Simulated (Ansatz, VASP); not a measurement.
# BN in VASP and in Ansatz

INCAR

```
SYSTEM = BN
PREC = Accurate
ENCUT = 520
EDIFF = 1E-6
ISMEAR = -1
SIGMA = 0.02
LREAL = .False.
LASPH = .True.
NELM = 80
ALGO = Normal
ISIF = 2
LWAVE = .False.
LCHARG = .False.
GGA = PE
NBANDS = 16
```

File KPOINTS:

```
regular mesh
0
Gamma
  12 12 6
  0 0 0
```

POSCAR

```
BN
1.0
    2.5439500013      0.0538045425      0.0000000000
   -1.2253789000      2.1762230558      0.0000000000
    0.0000000000      0.0000000000      4.2078153363
B N
2 2
Direct
    0.3342935501      0.6668898710      0.0002644923
    0.6657064499      0.3331101290      0.5002644923
    0.3304259019      0.6670626532      0.3747355077
    0.6695740981      0.3329373468      0.8747355077
```

Input for Ansatz:

```yaml
crystal:
  lattice:
    - [2.5439500013, 0.0538045425, 0.0]
    - [-1.2253789, 2.1762230558, 0.0]
    - [0.0, 0.0, 4.2078153363]
  atoms:
    - { symbol: B, position: [0.3342935501, 0.666889871, 0.0002644923] }
    - { symbol: B, position: [0.6657064499, 0.333110129, 0.5002644923] }
    - { symbol: "N", position: [0.3304259019, 0.6670626532, 0.3747355077] }
    - { symbol: "N", position: [0.6695740981, 0.3329373468, 0.8747355077] }
kpoints:
  mp_grid: { grid: [12, 12, 6] }
  band_path:
    path:
      - [0.0, 0.0, 0.0]
      - [0.5, 0.0, 0.0]
      - [0.3333333333, 0.3333333333, 0.0]
      - [0.0, 0.0, 0.5]
      - [0.5, 0.0, 0.5]
      - [0.3333333333, 0.3333333333, 0.5]
      - [0.1, 0.0, 0.0]
    npoints: 1
hamiltonian:
  xc: pbe
scf:
  occupations: { method: fermi_dirac, width: 0.02 }
  n_extra_bands: 5
output:
  forces: true
  stress: true
  eigenvalues: true
```

Change from the starting cell: shear_xy strain +4.2%.

Alike in both runs: task single point; functional PBE; k mesh 12 × 12 × 6; occupations fermi-dirac, width 0.02 eV; no spin polarisation.

|  | VASP | Ansatz |
| --- | --- | --- |
| version | VASP 6.6.1 | Ansatz 0.2.0 |
| potentials or method | VASP PAW PBE potentials, release 64 (B, N) | plane waves, PAW |
| plane-wave cutoff (eV) | 520 | 420 |
| valence electrons in the cell | 16 | 16 |

```tsv
	VASP	Ansatz	Ansatz less VASP
gap on the k mesh at the Fermi level (eV)	5.03	5.04	+0.016
pressure (GPa)	5.4	5.1	-0.27
traceless stress, the component that is largest in VASP (GPa)	-17.30	-17.21	+0.090
rms of the force components (eV/Å)	0.022	0.019	-0.0036
```

Atom by atom the forces differ by 0.004 eV/Å (rms over components). The functional is the same, so the differences come from potentials, cutoffs and numerics.
